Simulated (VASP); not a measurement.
The system is CoH3.

```
Co H
1.0
     3.71322    0.00000    0.00000
     0.00000    3.71322    0.00000
     0.00000    0.00000    2.96870
Co H
1 3
Cartesian
  0.0000 0.0000 0.0000
  1.8566 1.8566 1.9577
  1.8566 1.8566 1.0110
  1.8566 1.8566 0.0000
```

The cell was built from a structure type or drawn by symmetry, and may not be a known phase.

```yaml
Program: VASP 6.6.1
Task: relaxation of cell and atoms
Functional: PBE
Potentials_or_basis: VASP PAW PBE potentials, release 64 (Co, H)
Cutoff: 600 eV
k_mesh: 4 × 4 × 5
Occupations: gaussian, width 0.15 eV
Spin: collinear spin, ferromagnetic start
Starting_moments: "[3.0, 0.0, 0.0, 0.0] μB"
```

At the start: pressure -4.7 GPa; volume 10.23 Å³/atom.

How do energy, volume and symmetry change on relaxing?

Over 7 steps the energy falls by 37.3 meV/atom and the volume is 8.57 Å³/atom (-16.2 %); space group P4/mmm (No. 123, to 0.1 Å) before and after; moment 1.97 μB per cell.

The path:
```tsv
step	energy change (eV)	largest force (eV/Å)	pressure (GPa)	volume (Å³)
1	0.0000	0.1538	-4.69	40.93
2	-0.0575	0.0890	-3.82	39.18
3	-0.1056	0.5819	-2.55	36.95
4	-0.0408	2.2811	3.13	32.71
5	-0.1148	0.8055	-1.76	36.06
6	-0.1464	0.1923	-0.82	34.78
7	-0.1494	0.0565	-0.32	34.30
```

Final structure:
```xyz
4
Lattice="3.5663 0.0000 0.0000 0.0000 3.5663 0.0000 0.0000 0.0000 2.6968" Properties=species:S:1:pos:R:3 pbc="T T T"
Co    3.5663    0.0000    0.0000
H     1.7831    1.7831    1.7875
H     1.7831    1.7831    0.9093
H     1.7831    1.7831    0.0000
```

Caveat: the k points lie up to 0.47 Å⁻¹ apart in the final cell, too coarse for converged energies and pressures of a metal; the volume moved by over 15 % at a fixed basis, so the end points are rough; the relaxation stopped at a loose force limit of 0.08 eV/Å, so its end isn't a converged minimum.
